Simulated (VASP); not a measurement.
CdCoCl4: single point with PBE

CdCoCl4:

```xyz
6
Lattice="3.5581 0.0000 0.0000 -1.7791 3.0814 0.0000 0.0000 0.0000 13.7146" Properties=species:S:1:pos:R:3 pbc="T T T"
Cd    1.7791    1.0271    6.8573
Co    1.7791    1.0271    0.0000
Cl    0.0000    2.0543    8.5296
Cl    0.0000    0.0000   12.2433
Cl    0.0000    0.0000    1.4713
Cl    0.0000    2.0543    5.1850
```

The cell was generated, and may not be a known phase.

```json
{
  "Program": "VASP 6.6.1",
  "Task": "single point",
  "Functional": "PBE",
  "Potentials or basis": "VASP PAW PBE potentials, release 64 (Cd, Co, Cl)",
  "Cutoff": "520 eV",
  "k mesh": "4 × 4 × 1",
  "Occupations": "gaussian, width 0.15 eV",
  "Spin": "collinear spin, ferromagnetic start",
  "Starting moments": "[0.0, 3.0, 0.0, 0.0, 0.0, 0.0] μB",
  "Dipole correction": "no",
  "Further INCAR settings": "ALGO = Normal; EDIFF = 1e-06; NBANDS = 38"
}
```

```json
{"Pressure": "0.1 GPa", "Largest force": "0.041 eV/Å", "Band gap on the k mesh": "zero (filled and empty bands overlap)", "Net moment": "3.00 μB per cell", "Site moments": "Cd +0.00; Co +2.48; Cl +0.00, +0.20 (each value once) μB", "Valence electrons inside the program's atomic spheres": "Cd 10.20; Co 7.61; Cl 5.11, 5.08 (each value once)"}
```

Forces on the atoms (eV/Å):
```
Cd   0.000  0.000  0.000
Co   0.000  0.000  0.000
Cl   0.000  0.000  0.038
Cl   0.000  0.000  0.041
Cl   0.000  0.000 -0.041
Cl   0.000  0.000 -0.038
```

Stress tensor (GPa, compression positive):
```
0.03 0.00 0.00
0.00 0.03 0.00
0.00 0.00 0.19
```

Levels at points of the mesh, in eV from the Fermi level:
Spin up:
```tsv
k point	band 22	band 23	band 24	band 25	band 26	band 27	band 28	band 29	band 30	band 31
(0.00, 0.00, 0.00)	-1.63	-1.34	-1.34	-1.25	-1.25	1.65	2.97	5.39	6.14	7.58
(0.50, 0.00, 0.00)	-2.10	-1.94	-1.84	-1.14	-1.12	2.61	4.07	4.47	5.41	6.79
```
Spin down:
```tsv
k point	band 18	band 19	band 20	band 21	band 22	band 23	band 24	band 25	band 26	band 27
(0.00, 0.00, 0.00)	-1.80	-1.80	-1.62	-1.62	-0.73	0.29	0.29	0.62	0.62	1.66
(0.50, 0.00, 0.00)	-2.71	-2.04	-1.88	-1.83	-0.89	-0.21	-0.11	0.99	1.11	2.61
```

Run time: 2.8 min on 1 thread of Oxide Virtual Turin-like Processor (shared host), peak memory 0.31 GiB.

Caveat: the k points lie up to 0.51 Å⁻¹ apart; this functional lacks dispersion, which binds layers or chains, so the pressure and a relaxed spacing across them are unreliable; a cell with one magnetic atom can't hold antiferromagnetic order, which such compounds often take; semilocal functionals often make such compounds metallic where correlation or magnetic order opens a gap, which also shifts bond lengths. With open d or f shells a metallic result of PBE can be an artefact of self-interaction; +U or a hybrid may open a gap.
